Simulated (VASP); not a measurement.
# HfN in VASP: further runs

The runs below take HfN through single point, with r2SCAN+D4.

Everything below comes from runs of VASP 6.6.1. Logs are shortened: lines on timing, memory, paths and dates and some standing lists are left out, and cuts for length are marked.

**1. The cell of the first run**

The typed cell holds 2 atoms: a = 3.466 Å, b = 3.466 Å, c = 3.466 Å, α = 60.00°, β = 60.00°, γ = 60.00°.

**2. Single point, r2SCAN+D4**

The input, POSCAR:

```
HfN
1.0
    0.0000000000      2.4507217954      2.4507217954
    2.4507217954      0.0000000000      2.4507217954
    2.4507217954      2.4507217954      0.0000000000
Hf N
1 1
Direct
    0.0039000000      0.0013100000      0.0026400000
    0.7503800000      0.7548900000      0.7493100000
```

The input, INCAR.step1:

```
SYSTEM = HfN
ALGO = Normal
EDIFF = 1E-4
ENCUT = 520
GGA = PE
ISMEAR = 1
LASPH = .True.
LCHARG = .False.
LREAL = .False.
LWAVE = .True.
NBANDS = 14
NELM = 60
PREC = Accurate
SIGMA = 0.1
```

The input, INCAR.step2:

```
SYSTEM = HfN
ALGO = Normal
EDIFF = 1E-6
ENCUT = 520
ISIF = 2
ISMEAR = 1
ISTART = 1
IVDW = 13
LASPH = .True.
LCHARG = .True.
LELF = .True.
LMIXTAU = .True.
LREAL = .False.
LVHAR = .True.
LWAVE = .False.
METAGGA = R2SCAN
NBANDS = 14
NELM = 60
PREC = Accurate
SIGMA = 0.1
VDW_A1 = 0.51559235
VDW_A2 = 5.77342911
VDW_S6 = 1.0
VDW_S8 = 0.6018749
```

The input, KPOINTS:

```
k-points
0
Gamma
  7 7 7
  0 0 0
```

Potentials or basis: VASP PAW PBE potentials, release 64 (Hf_pv, N).

Launch:

```bash
$ cat potpaw_PBE.64/Hf_pv/POTCAR potpaw_PBE.64/N/POTCAR > POTCAR
$ cp INCAR.step1 INCAR
$ mpirun -np 1 vasp_std > vasp.out
$ cp INCAR.step2 INCAR
$ mpirun -np 1 vasp_std > vasp.out
```

OUTCAR:

```text
SYSTEM = HfN
   EDIFF = 1E-6
   ENCUT = 520
   ISIF = 2
   ISMEAR = 1
   ISTART = 1
   IVDW = 13
   LASPH = .True.
   LREAL = .False.
   METAGGA = R2SCAN
   NELM = 60
   PREC = Accurate

 ion  position               nearest neighbor table
   1  0.004  0.001  0.003-   2 2.11   2 2.11   2 2.13   2 2.13
   2  0.750  0.755  0.749-   1 2.11   1 2.11   1 2.13   1 2.13

  LATTYP: Found a face centered cubic cell.
 ALAT       =     4.9014435908

  Lattice vectors:

 A1 = (   0.0000000000,   2.4507217954,   2.4507217954)
 A2 = (   2.4507217954,   0.0000000000,   2.4507217954)
 A3 = (   2.4507217954,   2.4507217954,   0.0000000000)

Analysis of symmetry for initial positions (statically):
=====================================================================
 Subroutine PRICEL returns:
 Original cell was already a primitive cell.

 Routine SETGRP: Setting up the symmetry group for a
 face centered cubic supercell.

 Subroutine GETGRP returns: Found  1 space group operations
 (whereof  1 operations were pure point group operations)
 out of a pool of 48 trial point group operations.

The static configuration has the point symmetry C_1 .

Analysis of symmetry for dynamics (positions and initial velocities):
=====================================================================
 Subroutine PRICEL returns:
 Original cell was already a primitive cell.

 Routine SETGRP: Setting up the symmetry group for a
 face centered cubic supercell.

 Subroutine GETGRP returns: Found  1 space group operations
 (whereof  1 operations were pure point group operations)
 out of a pool of 48 trial point group operations.

The dynamic configuration has the point symmetry C_1 .

 Subroutine INISYM returns: Found  1 space group operations
 (whereof  1 operations are pure point group operations),
 and found     1 'primitive' translations

----------------------------------------------------------------------------------------

                                     Primitive cell

  volume of cell :      29.4383

  direct lattice vectors                    reciprocal lattice vectors
     0.000000000  2.450721795  2.450721795    -0.204021526  0.204021526  0.204021526
     2.450721795  0.000000000  2.450721795     0.204021526 -0.204021526  0.204021526
     2.450721795  2.450721795  0.000000000     0.204021526  0.204021526 -0.204021526

  length of vectors
     3.465844001  3.465844001  3.465844001     0.353375649  0.353375649  0.353375649

  position of ions in fractional coordinates (direct lattice)
     0.003900000  0.001310000  0.002640000
     0.750380000  0.754890000  0.749310000

  ion indices of the primitive-cell ions
   primitive index   ion index
                 1           1
                 2           2

----------------------------------------------------------------------------------------

 KPOINTS: k-points

Automatic generation of k-mesh.
 Grid dimensions read from file:
 generate k-points for:    7    7    7

 Generating k-lattice:

  Cartesian coordinates                     Fractional coordinates (reciprocal lattice)
    -0.029145932  0.029145932  0.029145932     0.142857143  0.000000000  0.000000000
     0.029145932 -0.029145932  0.029145932     0.000000000  0.142857143  0.000000000
     0.029145932  0.029145932 -0.029145932     0.000000000  0.000000000  0.142857143

  Length of vectors
     0.050482236  0.050482236  0.050482236

  Shift w.r.t. Gamma in fractional coordinates (k-lattice)
     0.000000000  0.000000000  0.000000000

 Subroutine IBZKPT returns following result:
 ===========================================

 Found    172 irreducible k-points:

 Following reciprocal coordinates:
            Coordinates               Weight
  0.000000  0.000000  0.000000      1.000000
  0.142857  0.000000  0.000000      2.000000
  0.000000  0.142857  0.000000      2.000000
  0.000000  0.000000  0.142857      2.000000
  0.142857  0.142857  0.142857      2.000000
  0.285714  0.000000  0.000000      2.000000
[... 16 lines left out ...]
  0.142857 -0.142857 -0.142857      2.000000
  0.285714  0.285714  0.142857      2.000000
 [... further k-points ...]
   k-points           NKPTS =    172   k-points in BZ     NKDIM =    172   number of bands    NBANDS=     14
   number of dos      NEDOS =    301   number of ions     NIONS =      2
   total plane-waves  NPLWV =  21952
   dimension x,y,z NGX =    28 NGY =   28 NGZ =   28
   dimension x,y,z NGXF=    56 NGYF=   56 NGZF=   56
   ions per type =               1   1
   NGX,Y,Z   is equivalent  to a cutoff of  13.43, 13.43, 13.43 a.u.
   NGXF,Y,Z  is equivalent  to a cutoff of  26.86, 26.86, 26.86 a.u.
 SYSTEM =  HfN
   PREC   = accura    normal or accurate (medium, high low for compatibility)
   ISTART =      1    job   : 0-new  1-cont  2-samecut
   ICHARG =      0    charge: 1-file 2-atom 10-const
   ISPIN  =      1    spin polarized calculation?
   LNONCOLLINEAR =      F non collinear calculations
   LSORBIT =      F    spin-orbit coupling
   LASPH  =      T    aspherical Exc in radial PAW
   ENCUT  =  520.0 eV  38.22 Ry    6.18 a.u.   6.44  6.44  6.44*2*pi/ulx,y,z
   NELM   =     60;   NELMIN=  2; NELMDL=  0     # of ELM steps
   EDIFF  = 0.1E-05   stopping-criterion for ELM
   LREAL  =      F    real-space projection
   EDIFFG = 0.1E-04   stopping-criterion for IOM
   NSW    =      0    number of steps for IOM
   IBRION =     -1    ionic relax: 0-MD 1-quasi-New 2-CG
   NFREE  =      0    steps in history (QN), initial steepest desc. (CG)
   ISIF   =      2    stress and relaxation
   ISYM   =      2    0-nonsym 1-usesym 2-fastsym
   POTIM  = 0.5000    time-step for ionic-motion
   TEBEG  =    0.0;   TEEND  =   0.0 temperature during run
   PSTRESS=    0.0 pullay stress
   NELECT =      15.0000    total number of electrons
   NUPDOWN=      -1.0000    fix difference up-down
   EMIN   =  10.00;   EMAX   =-10.00  energy-range for DOS
   EFERMI =   0.00;   METHOD = LEGACY
   ISMEAR =     1;   SIGMA  =   0.10  broadening in eV -4-tet -1-fermi 0-gaus
   EFERMI_NEDOS =   21; number of points for ismear=-14 and -15
   IALGO  =     38    algorithm
   IMIX   =      4    mixing-type and parameters
     AMIX     =   0.40;   BMIX     =  1.00
     AMIX_MAG =   1.60;   BMIX_MAG =  1.00
  volume/ion in A,a.u.               =      14.72        99.33
  Fermi-wavevector in a.u.,A,eV,Ry     =   1.307579  2.470966 23.262732  1.709763
  Thomas-Fermi vector in A             =   2.438304
   LORBIT       =      0    0 simple, 1 ext, 2 COOP (PROOUT), +10 PAW based schemes
   METAGGA = R2SCAN    functional components
   LHFCALC =     F    Hartree Fock is set to
   AEXX    =    0.0000 exact exchange contribution
   IVDW    =    13    specifies the selected vdW correction
   LEPSILON=     F    determine dielectric tensor
   LRPA    =     F    only Hartree local field effects (RPA)
 non-spin polarized calculation
 Methfessel and Paxton  Order N= 1 SIGMA  =   0.10
  energy-cutoff  :      520.00
  volume of cell :       29.44
 maximum number of plane-waves:       821
 NGX is ok and might be reduce to    28
   NGX = 13   NGY = 13   NGZ = 13

 number of electron      15.0000001 magnetization

 Free energy of the ion-electron system (eV)
  ---------------------------------------------------
  ext. energy  EPLUGINS =         0.00000000
  ---------------------------------------------------
  free energy    TOTEN  =       -57.70956830 eV

  energy without entropy =      -57.70988915  energy(sigma->0) =      -57.70967525

 E-fermi :   5.8672     XC(G=0): -11.9716

 val. band max:        5.8243435682   @ k =   0.2857   0.0000  -0.2857
 cond. band min:       5.9112989309   @ k =   0.4286  -0.2857  -0.2857
 fundamental gap:      0.0869553627
 Fermi energy:         5.8671838710

 k-point     1 :       0.0000    0.0000    0.0000
  band No.  band energies     occupation
      1     -26.5135      2.00000
      2     -26.5127      2.00000
      3     -26.5125      2.00000
      4     -11.4445      2.00000
      5      -0.0418      2.00000
      6      -0.0158      2.00000
      7       0.0123      2.00000
      8       5.1493      2.00000
      9       8.2966      0.00000
     10       8.2985      0.00000
     11      12.6547      0.00000
     12      12.7675      0.00000
     13      12.8680      0.00000
     14      17.0454      0.00000

 k-point     2 :       0.1429    0.0000    0.0000
  band No.  band energies     occupation
      1     -26.6121      2.00000
      2     -26.5259      2.00000
      3     -26.5250      2.00000
      4     -11.2135      2.00000
      5      -0.3955      2.00000
      6       0.1302      2.00000
      7       0.1555      2.00000
      8       6.1636     -0.00023
      9       8.0028      0.00000
     10       8.0084      0.00000
     11      12.3176      0.00000
     12      13.0554      0.00000
     13      13.1612      0.00000
     14      17.0446      0.00000

 k-point     3 :       0.0000    0.1429    0.0000
  band No.  band energies     occupation
      1     -26.6105      2.00000
      2     -26.5255      2.00000
      3     -26.5253      2.00000
      4     -11.2198      2.00000
      5      -0.3653      2.00000
      6       0.1052      2.00000
      7       0.1296      2.00000
      8       6.1797     -0.00009
      9       8.0191      0.00000
     10       8.0233      0.00000
     11      12.1855      0.00000
     12      13.1254      0.00000
     13      13.2210      0.00000
     14      17.0449      0.00000
[... 324 lines left out ...]
 k-point    23 :       0.1429   -0.1429   -0.1429
  band No.  band energies     occupation
      1     -26.7741      2.00000
      2     -26.5770      2.00000
      3     -26.5733      2.00000
      4     -10.7411      2.00000
      5      -0.8767      2.00000
      6       0.5229      2.00000
      7       0.6000      2.00000
      8       6.4589     -0.00000
      9       8.0141      0.00000
     10       8.7400      0.00000
     11      11.9263      0.00000
     12      12.5641      0.00000
     13      13.3119      0.00000
     14      15.9228      0.00000

 k-point    24 :       0.2857    0.2857    0.1429
  band No.  band energies     occupation
      1     -26.7697      2.00000
      2     -26.5764      2.00000
      3     -26.5748      2.00000
      4     -10.7541      2.00000
      5      -0.8736      2.00000
      6       0.5004      2.00000
      7       0.5713      2.00000
      8       6.4817     -0.00000
      9       8.0628      0.00000
     10       8.7785      0.00000
     11      11.8776      0.00000
     12      12.6094      0.00000
     13      13.3433      0.00000
     14      15.9217      0.00000

 [... further k-points ...]

------------------------ aborting loop because EDIFF is reached ----------------------------------------

  DFT-D4 for vdW energy calculation

  Edisp (eV):   -0.17135

  FORCE on cell =-STRESS in cart. coord.  units (eV):
  Direction    XX          YY          ZZ          XY          YZ          ZX
  --------------------------------------------------------------------------------------
  -------------------------------------------------------------------------------------
  Total      -0.66624    -0.70598    -0.66617     0.00125     0.00674    -0.18588
  in kB     -36.26028   -38.42311   -36.25605     0.06806     0.36671   -10.11657
  external pressure =      -36.98 kB  Pullay stress =        0.00 kB

 VOLUME and BASIS-vectors are now :
 -----------------------------------------------------------------------------
  energy-cutoff  :      520.00
  volume of cell :       29.44
      direct lattice vectors                 reciprocal lattice vectors
     0.000000000  2.450721795  2.450721795    -0.204021526  0.204021526  0.204021526
     2.450721795  0.000000000  2.450721795     0.204021526 -0.204021526  0.204021526
     2.450721795  2.450721795  0.000000000     0.204021526  0.204021526 -0.204021526

 POSITION                                       TOTAL-FORCE (eV/Angst)
 -----------------------------------------------------------------------------------
      0.00968      0.01603      0.01277         0.006571     -0.192558      0.001194
      3.68638      3.67532      3.68900        -0.006571      0.192558     -0.001194
 -----------------------------------------------------------------------------------
    total drift:                               -0.000051      0.000061     -0.000218

  FREE ENERGIE OF THE ION-ELECTRON SYSTEM (eV)
  ---------------------------------------------------
  free  energy   TOTEN  =       -57.8809177701 eV

  energy  without entropy=      -57.8812386283  energy(sigma->0) =      -57.88102472
```

It took 11 min on 1 thread of AMD EPYC, shared host; peak memory 0.19 GiB.

Results:

```yaml
Free_energy: -57.8809 eV
Pressure: -3.7 GPa
Largest_force: 0.193 eV/Å
Dispersion_energy_per_atom: -0.086 eV
```

Forces on the atoms (eV/Å):
```
Hf   0.007 -0.193  0.001
N   -0.007  0.193 -0.001
```

Stress tensor (GPa, compression positive):
```
-3.63  0.01 -1.01
 0.01 -3.84  0.04
-1.01  0.04 -3.63
```

Levels at points of the mesh, in eV from the Fermi level:
```
           k point  band 5  band 6  band 7  band 8  band 9  band 10
(0.00, 0.00, 0.00)   -5.91   -5.88   -5.85   -0.72    2.43     2.43
```

Caveat: the PAW data sets were made with another functional, which shifts forces and pressure a little; spin-orbit coupling is left out, which moves the levels of the heavy elements; pairwise dispersion overbinds metals, which lowers pressure and volume.

**3. Single point, r2SCAN+D4**

This run uses another cell than the first one, of 14.79 Å³/atom, 1.005 times its volume.

The input, POSCAR:

```
HfN
1.0
    0.0000000000      2.4548200000      2.4548200000
    2.4548200000      0.0000000000      2.4548200000
    2.4548200000      2.4548200000      0.0000000000
Hf N
1 1
Direct
    0.0039000000      0.0013100000      0.0026400000
    0.7503800000      0.7548900000      0.7493100000
```

The input, INCAR.step1:

```
  ALGO = Normal
  EDIFF = 1E-4
  ENCUT = 520
  GGA = PE
  ISMEAR = 1
  LASPH = True
  LCHARG = False
  LREAL = False
  LWAVE = True
  NBANDS = 14
  NELM = 60
  PREC = Accurate
  SIGMA = 0.1
```

The input, INCAR.step2:

```
  ALGO = Normal
  EDIFF = 1E-7
  ENCUT = 520
  ISIF = 2
  ISMEAR = 1
  ISTART = 1
  IVDW = 13
  LASPH = True
  LCHARG = False
  LMIXTAU = True
  LREAL = False
  LWAVE = False
  METAGGA = R2SCAN
  NBANDS = 14
  NELM = 60
  PREC = Accurate
  SIGMA = 0.1
  VDW_A1 = 0.51559235
  VDW_A2 = 5.77342911
  VDW_S6 = 1.0
  VDW_S8 = 0.6018749
```

The input, KPOINTS:

```
k-points
0
Gamma
  7 7 7
```

Potentials or basis: VASP PAW PBE potentials, release 64 (Hf_pv, N).

Launch:

```bash
$ cat potpaw_PBE.64/Hf_pv/POTCAR potpaw_PBE.64/N/POTCAR > POTCAR
$ cp INCAR.step1 INCAR
$ mpirun -np 1 vasp_std > vasp.out
$ cp INCAR.step2 INCAR
$ mpirun -np 1 vasp_std > vasp.out
```

Wall time 12 min (1 thread of AMD EPYC, shared host); peak memory 0.19 GiB.

It converged, with:

* Free energy: -57.8771 eV
* Pressure: -4.7 GPa
* Largest force: 0.190 eV/Å
* Dispersion energy per atom: -0.085 eV

Forces in eV/Å, atoms in the order of the input:
```
Hf   0.006 -0.189  0.001
N   -0.006  0.189 -0.001
```

Stress tensor (GPa, compression positive):
```
-4.59  0.01 -0.98
 0.01 -4.81  0.04
-0.98  0.04 -4.59
```

Levels at points of the mesh, in eV from the Fermi level:
```tsv
k point	band 4	band 5	band 6	band 7	band 8	band 9	band 10	band 11
(0.00, 0.00, 0.00)	-17.29	-5.88	-5.86	-5.83	-0.73	2.42	2.42	6.75
```

Caveat: the PAW data sets were made with another functional, which shifts forces and pressure a little; spin-orbit coupling is left out, which moves the levels of the heavy elements; pairwise dispersion overbinds metals, which lowers pressure and volume.
